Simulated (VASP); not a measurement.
The system is V.

```xyz
1
Lattice="-1.4610 1.4610 1.4610 1.4610 -1.4610 1.4610 1.4610 1.4610 -1.4610" Properties=species:S:1:pos:R:3 pbc="T T T"
V     0.0000    0.0000    0.0000
```

Base run:

| Item | Value |
| --- | --- |
| Program | VASP 6.6.1 |
| Functional | PBEsol |
| Potentials or basis | VASP PAW PBE potentials, release 64 (V_sv) |
| Cutoff | 520 eV |
| k mesh | 15 × 15 × 15 |
| Occupations | fermi-dirac, width 0.03 eV |
| Spin | no spin polarisation |

Its results: pressure 8.1 GPa.

The run is repeated on the same cell with these changes: functional from PBEsol to r2SCAN. What comes out?

Pressure 13.8 GPa.

Caveats: the PAW data sets were made with another functional, which shifts forces and pressure a little.
